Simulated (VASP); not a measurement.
Wanted: the native input for a VASP 6.6.1 run.

```
Task                   : single point
Functional             : PBEsol
Potentials or basis    : VASP PAW PBE potentials, release 64 (Ti_sv, Pt)
Cutoff                 : 500 eV
k mesh                 : 6 × 6 × 6
Occupations            : gaussian, width 0.1 eV
Spin                   : no spin polarisation
Dipole correction      : no
Further INCAR settings : ALGO = Normal; EDIFF = 1e-06; NBANDS = 29
```

The structure of TiPt3 lies in POSCAR:

```
TiPt3
1.0
    3.8776034058      0.0000000000      0.0000000000
    0.0000000000      3.8776034058      0.0000000000
    0.0000000000      0.0000000000      3.8776034058
Ti Pt
1 3
Direct
    0.0000000000      0.0000000000      0.0000000000
    0.5000000000      0.5000000000      0.0000000000
    0.5000000000      0.0000000000      0.5000000000
    0.0000000000      0.5000000000      0.5000000000
```

This cell differs from its parent crystal: Os replaced by Pt, lengths x 0.976, strained.

One way to write it, as run:

INCAR

```
PREC = Accurate
ENCUT = 500
EDIFF = 1E-6
ISMEAR = 0
SIGMA = 0.1
LREAL = False
LASPH = True
NELM = 120
ALGO = Normal
ISIF = 2
LWAVE = False
LCHARG = False
GGA = PS
NBANDS = 29
GGA_COMPAT = False
```

KPOINTS

```
regular mesh
0
Gamma
  6 6 6
```

Potentials or basis: VASP PAW PBE potentials, release 64 (Ti_sv, Pt).

Run with:

```bash
$ cat potpaw_PBE.64/Ti_sv/POTCAR potpaw_PBE.64/Pt/POTCAR > POTCAR
$ mpirun -np 1 vasp_std > vasp.out
```

Results of the run:

* Pressure: 4.3 GPa
* Band gap on the k mesh: zero (bands 21 and 22 overlap by 1.87 eV)

Caveat: the cell differs from its parent crystal (Os replaced by Pt, lengths x 0.976, strained); the cell stands under pressure; the PAW data sets were made with another functional, which shifts forces and pressure a little; spin-orbit coupling is left out, which moves the levels of the heavy elements.

Run time: 39 s on 1 thread of Intel(R) Xeon(R) Platinum 8259CL CPU @ 2.50GHz (Skylake/Cascade Lake), with other jobs on the host, peak memory 0.17 GiB.
